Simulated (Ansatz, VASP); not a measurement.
# SrTiO3 in VASP and in Ansatz

```xyz
5
Lattice="3.7986 0.0000 0.0000 0.0000 3.7986 0.0000 0.0000 0.0000 4.2120" Properties=species:S:1:pos:R:3 pbc="T T T"
Sr    0.0130    0.0000    0.0000
Ti    1.9606    1.8993    2.1060
O    -0.0926    1.8993    2.1060
O     1.8184    0.0000    2.1060
O     1.8184    1.8993    0.0000
```

Change from the starting cell: mode 1 frozen in at -0.096 Å, strain +e along z and -e/2 along x and y +0.0700.

Alike in both runs: task single point; functional PBE; k mesh 8 × 8 × 8; occupations gaussian, width 0.05 eV; no spin polarisation.

|  | VASP | Ansatz |
| --- | --- | --- |
| version | VASP 6.6.1 | Ansatz 0.2.0 |
| potentials or method | VASP PAW PBE potentials, release 64 (Sr_sv, Ti_sv, O), cutoff 520 eV | scalar-relativistic, plane waves, PAW |
| valence electrons in the cell | 40 | 40 |

Ansatz gave:

| Quantity | Value |
| --- | --- |
| gap on the k mesh at the Fermi level (eV) | 1.89 |
| least direct gap on the mesh (eV) | 2.44 |
| pressure (GPa) | 5.5 |
| traceless stress, the component that is largest in VASP (GPa) | -14.96 |
| rms of the force components (eV/Å) | 0.490 |

Question: Estimate VASP's values.

Answer: gap on the k mesh at the Fermi level (eV): 1.85; least direct gap on the mesh (eV): 2.42; pressure (GPa): 6.2; traceless stress, the component that is largest in VASP (GPa): -15.25; rms of the force components (eV/Å): 0.526.

Atom by atom the forces differ by 0.036 eV/Å (rms over components).
